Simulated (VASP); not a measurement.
Here is a VASP 6.6.1 calculation.

File INCAR:

```
PREC = Accurate ; ENCUT = 520
EDIFF = 1E-6 ; ISMEAR = 0
SIGMA = 0.15 ; LREAL = F
LASPH = T ; NELM = 60
ALGO = Normal ; ISIF = 2
LWAVE = F ; LCHARG = F
GGA = PE ; NBANDS = 25
```

The input KPOINTS:

```
regular mesh
0
Gamma
  16 16 10
```

The input POSCAR:

```
CuO
1.0
    2.0814198224     -2.0824189793      0.1629652982
    2.0814198224      2.0824189793      0.1629652982
   -0.4035322497      0.0000000000      5.1352739038
Cu O
2 2
Direct
    0.0000000000      0.5000000000      0.0000000000
    0.5000000000      0.0000000000      0.5000000000
    0.5000828497      0.4999171503      0.2500000000
    0.4999171503      0.5000828497      0.7500000000
```

Potentials or basis: VASP PAW PBE potentials, release 64 (Cu, O).

Launch:

```bash
$ cat potpaw_PBE.64/Cu/POTCAR potpaw_PBE.64/O/POTCAR > POTCAR
$ mpirun -np 1 vasp_std > vasp.out
```

What does it give for the pressure?

0.7 GPa.

Predict the band gap on the k mesh.

zero (bands 17 and 18 overlap by 1.18 eV).

Stress tensor (GPa, compression positive):
```
 0.53  0.00 -0.03
 0.00  0.56  0.00
-0.03  0.00  0.98
```

Caveat: semilocal functionals often make such compounds metallic where correlation or magnetic order opens a gap, which also shifts bond lengths. With open d or f shells a metallic result of PBE can be an artefact of self-interaction; +U or a hybrid may open a gap.
